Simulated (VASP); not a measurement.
# C (Fd-3m) in VASP: relaxation of cell and atoms with LDA

Aim: the relaxation of cell and atoms of C with LDA.

Everything below comes from runs of VASP 6.6.1. Logs are shortened: lines on timing, memory, paths and dates and some standing lists are left out, and cuts for length are marked.

### Step 1. The cell of the first run

The structure is cubic, space group Fd-3m (No. 227). Conventional cell: a = 3.532 Å, b = 3.532 Å, c = 3.532 Å, α = 90.00°, β = 90.00°, γ = 90.00°. C (site symmetry -43m) has 4 C at 1.53 Å within 2.0 Å.

### Step 2. Relaxation of cell and atoms, LDA

Contents of INCAR:

```
PREC = Accurate
ENCUT = 600
EDIFF = 1E-7
ISMEAR = 0
SIGMA = 0.01
LREAL = F
LASPH = T
NELM = 60
ALGO = Normal
ISIF = 3
LWAVE = F
LCHARG = F
IBRION = 2
NSW = 80
EDIFFG = -0.001
```

Contents of KPOINTS:

```
regular mesh
0
Gamma
  12 12 12
```

Contents of POSCAR:

```
C
1.0
    0.0000000000      1.7658687228      1.7658687228
    1.7658687228      0.0000000000      1.7658687228
    1.7658687228      1.7658687228      0.0000000000
C
2
Direct
    0.5000000000      0.5000000000      0.5000000000
    0.7500000000      0.7500000000      0.7500000000
```

Potentials or basis: VASP PAW LDA potentials, release 64 (C).

Started as:

```sh
$ cat potpaw_LDA.64/C/POTCAR > POTCAR
$ mpirun -np 1 vasp_std > vasp.out
```

OUTCAR:

```text
PREC = Accurate
   ENCUT = 600
   EDIFF = 1E-7
   ISMEAR = 0
   LREAL = F
   LASPH = T
   NELM = 60
   ISIF = 3
   IBRION = 2
   NSW = 80
   EDIFFG = -0.001

 ion  position               nearest neighbor table
   1  0.500  0.500  0.500-   2 1.53   2 1.53   2 1.53   2 1.53
   2  0.750  0.750  0.750-   1 1.53   1 1.53   1 1.53   1 1.53

  LATTYP: Found a face centered cubic cell.
 ALAT       =     3.5317374456

  Lattice vectors:

 A1 = (   0.0000000000,   1.7658687228,   1.7658687228)
 A2 = (   1.7658687228,   0.0000000000,   1.7658687228)
 A3 = (   1.7658687228,   1.7658687228,   0.0000000000)

Analysis of symmetry for initial positions (statically):
=====================================================================
 Subroutine PRICEL returns:
 Original cell was already a primitive cell.

 Routine SETGRP: Setting up the symmetry group for a
 face centered cubic supercell.

 Subroutine GETGRP returns: Found 48 space group operations
 (whereof 24 operations were pure point group operations)
 out of a pool of 48 trial point group operations.

The static configuration has the point symmetry T_d .
 The point group associated with its full space group is O_h .

Analysis of symmetry for dynamics (positions and initial velocities):
=====================================================================
 Subroutine PRICEL returns:
 Original cell was already a primitive cell.

 Routine SETGRP: Setting up the symmetry group for a
 face centered cubic supercell.

 Subroutine GETGRP returns: Found 48 space group operations
 (whereof 24 operations were pure point group operations)
 out of a pool of 48 trial point group operations.

The dynamic configuration has the point symmetry T_d .
 The point group associated with its full space group is O_h .

 Subroutine INISYM returns: Found 48 space group operations
 (whereof 24 operations are pure point group operations),
 and found     1 'primitive' translations

----------------------------------------------------------------------------------------

                                     Primitive cell

  volume of cell :      11.0130

  direct lattice vectors                    reciprocal lattice vectors
     0.000000000  1.765868723  1.765868723    -0.283146756  0.283146756  0.283146756
     1.765868723  0.000000000  1.765868723     0.283146756 -0.283146756  0.283146756
     1.765868723  1.765868723  0.000000000     0.283146756  0.283146756 -0.283146756

  length of vectors
     2.497315497  2.497315497  2.497315497     0.490424567  0.490424567  0.490424567

[... 93 lines left out ...]
   EMIN   =  10.00;   EMAX   =-10.00  energy-range for DOS
   EFERMI =   0.00;   METHOD = LEGACY
   ISMEAR =     0;   SIGMA  =   0.01  broadening in eV -4-tet -1-fermi 0-gaus
   EFERMI_NEDOS =   21; number of points for ismear=-14 and -15
   IALGO  =     38    algorithm
   IMIX   =      4    mixing-type and parameters
     AMIX     =   0.40;   BMIX     =  1.00
     AMIX_MAG =   1.60;   BMIX_MAG =  1.00
  volume/ion in A,a.u.               =       5.51        37.16
  Fermi-wavevector in a.u.,A,eV,Ry     =   1.471645  2.781006 29.466671  2.165739
  Thomas-Fermi vector in A             =   2.586756
   LORBIT       =      0    0 simple, 1 ext, 2 COOP (PROOUT), +10 PAW based schemes
   GGA     = CA    functional components
   LHFCALC =     F    Hartree Fock is set to
   AEXX    =    0.0000 exact exchange contribution
   IVDW    =     0    specifies the selected vdW correction
   LEPSILON=     F    determine dielectric tensor
   LRPA    =     F    only Hartree local field effects (RPA)
 conjugate gradient relaxation of ions
 non-spin polarized calculation
 Gauss-broadening in eV      SIGMA  =   0.01
  energy-cutoff  :      600.00
  volume of cell :       11.01
 maximum number of plane-waves:       380
   NGX =  9   NGY =  9   NGZ =  9

--------------------------------------- Ionic step        1  -------------------------------------------

 number of electron       7.9999998 magnetization

 Free energy of the ion-electron system (eV)
  ---------------------------------------------------
  ext. energy  EPLUGINS =         0.00000000
  ---------------------------------------------------
  free energy    TOTEN  =       -20.25207208 eV

  energy without entropy =      -20.25207208  energy(sigma->0) =      -20.25207208

------------------------ aborting loop because EDIFF is reached ----------------------------------------

  FORCE on cell =-STRESS in cart. coord.  units (eV):
  Direction    XX          YY          ZZ          XY          YZ          ZX
  --------------------------------------------------------------------------------------
  -------------------------------------------------------------------------------------
  Total        0.0573084      0.0573084      0.0573084      0.0000000      0.0000000     -0.0000000
  in kB        8.3372660      8.3372660      8.3372660      0.0000000      0.0000000     -0.0000000
  external PRESSURE =       8.3372660 kB  Pullay stress =       0.0000000 kB
[... 59 lines left out ...]
--------------------------------------- Ionic step        3  -------------------------------------------

 number of electron       7.9999998 magnetization

 Free energy of the ion-electron system (eV)
  ---------------------------------------------------
  ext. energy  EPLUGINS =         0.00000000
  ---------------------------------------------------
  free energy    TOTEN  =       -20.25212338 eV

  energy without entropy =      -20.25212338  energy(sigma->0) =      -20.25212338

 E-fermi :  10.2342     XC(G=0): -13.6345

 val. band max:       10.1327911884   @ k =   0.0000   0.0000   0.0000
 cond. band min:      14.3257289741   @ k =   0.3333   0.3333   0.0000
 fundamental gap:      4.1929377857
 Fermi energy:        10.2342142193

 k-point     1 :       0.0000    0.0000    0.0000
  band No.  band energies     occupation
      1     -11.5589      2.00000
      2      10.1328      2.00000
      3      10.1328      2.00000
      4      10.1328      2.00000
      5      15.7540      0.00000
      6      15.7540      0.00000
      7      15.7540      0.00000
      8      24.3289      0.00000
[... 243 lines left out ...]
 k-point    24 :      -0.4167    0.1667    0.0000
  band No.  band energies     occupation
      1      -5.1746      2.00000
      2      -2.6335      2.00000
      3       4.5851      2.00000
      4       6.4585      2.00000
      5      17.7220      0.00000
      6      20.4589      0.00000
      7      21.7555      0.00000
      8      25.7088      0.00000

 [... further k-points ...]
[... 5 lines left out ...]
  --------------------------------------------------------------------------------------
  -------------------------------------------------------------------------------------
  Total        0.0001104      0.0001104      0.0001104     -0.0000000      0.0000000     -0.0000000
  in kB        0.0160282      0.0160282      0.0160282     -0.0000000      0.0000000     -0.0000000
  external PRESSURE =       0.0160282 kB  Pullay stress =       0.0000000 kB
[... 17 lines left out ...]
  FREE ENERGIE OF THE ION-ELECTRON SYSTEM (eV)
  ---------------------------------------------------
  free  energy   TOTEN  =       -20.2521233784 eV

  energy  without entropy=      -20.2521233784  energy(sigma->0) =      -20.25212338

 reached required accuracy - stopping structural energy minimisation
```

OSZICAR:

```text
N       E                     dE             d eps       ncg     rms          rms(c)
DAV:   1    -0.153685725607E+01   -0.15369E+01   -0.54503E+03  1208   0.107E+03
DAV:   2    -0.209990006874E+02   -0.19462E+02   -0.19084E+02  1808   0.120E+02
DAV:   3    -0.211187664381E+02   -0.11977E+00   -0.11977E+00  1280   0.117E+01
[... 17 lines left out ...]
       N       E                     dE             d eps       ncg     rms          rms(c)
DAV:   1    -0.202521512559E+02   -0.11655E-03   -0.17074E-03  1312   0.426E-01    0.370E-02
DAV:   2    -0.202521307824E+02    0.20473E-04   -0.18386E-05  1248   0.414E-02    0.191E-02
DAV:   3    -0.202521233953E+02    0.73871E-05   -0.17096E-05  1248   0.323E-02    0.270E-03
DAV:   4    -0.202521233784E+02    0.16876E-07   -0.42507E-08  1080   0.284E-03
   3 F= -.20252123E+02 E0= -.20252123E+02  d E =-.513031E-04
```

CONTCAR:

```text
C
   1.00000000000000
     0.0000000000000000    1.7669236458665567    1.7669236458665567
     1.7669236458665567    0.0000000000000000    1.7669236458665567
     1.7669236458665567    1.7669236458665567   -0.0000000000000000
  C
     2
Direct
     0.5000000000000000    0.5000000000000000    0.5000000000000000
     0.7500000000000000    0.7500000000000000    0.7500000000000000

  0.00000000E+00  0.00000000E+00  0.00000000E+00
  0.00000000E+00  0.00000000E+00  0.00000000E+00
```

Wall time 9.1 s (1 thread of Intel Xeon 8259CL, shared host); peak memory 0.11 GiB.

What came out:

```yaml
Free_energy: -20.2521 eV
Relaxed_volume: 5.52 Å³/atom
Relaxed_cell: a = 2.499 Å, b = 2.499 Å, c = 2.499 Å, α = 60.00°, β = 60.00°, γ = 60.00°
Space_group_after_relaxing_to_0.1_Å: Fd-3m (No. 227)
Energy_gained_by_relaxing: 0.0 meV/atom
Ionic_steps: 3
Pressure_after_relaxing: 0.0 GPa
Band_gap_on_the_k_mesh: 4.19 eV (least direct gap 5.62 eV)
```

Final structure:
```cif
data_structure
_symmetry_space_group_name_H-M 'P 1'
_symmetry_Int_Tables_number 1
_cell_length_a 2.4988
_cell_length_b 2.4988
_cell_length_c 2.4988
_cell_angle_alpha 60.000
_cell_angle_beta 60.000
_cell_angle_gamma 60.000
_cell_volume 11.03
loop_
_atom_site_label
_atom_site_type_symbol
_atom_site_fract_x
_atom_site_fract_y
_atom_site_fract_z
_atom_site_occupancy
C1 C 0.50000 0.50000 0.50000 1
C2 C 0.75000 0.75000 0.75000 1
```
